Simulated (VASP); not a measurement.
**Ba: single point with PBE**

The system is Ba.

```
Ba
1.0
    -2.57778    2.57778    2.57778
     2.57778   -2.57778    2.57778
     2.57778    2.57778   -2.57778
Ba
1
Direct
  0.00000 0.00000 0.00000
```

This cell differs from its parent crystal: volume scaled by 1.08.

```yaml
Program: VASP 6.6.1
Task: single point
Functional: PBE
Potentials_or_basis: VASP PAW PBE potentials, release 64 (Ba_sv)
Cutoff: 520 eV
k_mesh: 15 × 15 × 15
Occupations: fermi-dirac, width 0.1 eV
Spin: no spin polarisation
Dipole_correction: no
Further_INCAR_settings: ALGO = Normal; EDIFF = 1e-06; NBANDS = 11
```

- Pressure: -0.6 GPa
- Band gap on the k mesh: zero (band 5 reaches 1.76 eV, above the bottom of band 6 at 0.97 eV)

Levels at points of the mesh, in eV from the Fermi level:
| k point | band 1 | band 2 | band 3 | band 4 | band 5 | band 6 | band 7 | band 8 | band 9 | band 10 |
| --- | --- | --- | --- | --- | --- | --- | --- | --- | --- | --- |
| (0.00, 0.00, 0.00) | -29.05 | -14.04 | -14.04 | -14.04 | -2.72 | 1.72 | 1.72 | 1.72 | 3.01 | 3.01 |

Run time: 65 s on 1 thread of Intel(R) Xeon(R) Platinum 8259CL CPU @ 2.50GHz (Skylake/Cascade Lake) (shared host), peak memory 0.25 GiB.

Caveat: spin-orbit coupling is left out, which moves the levels of the heavy elements.
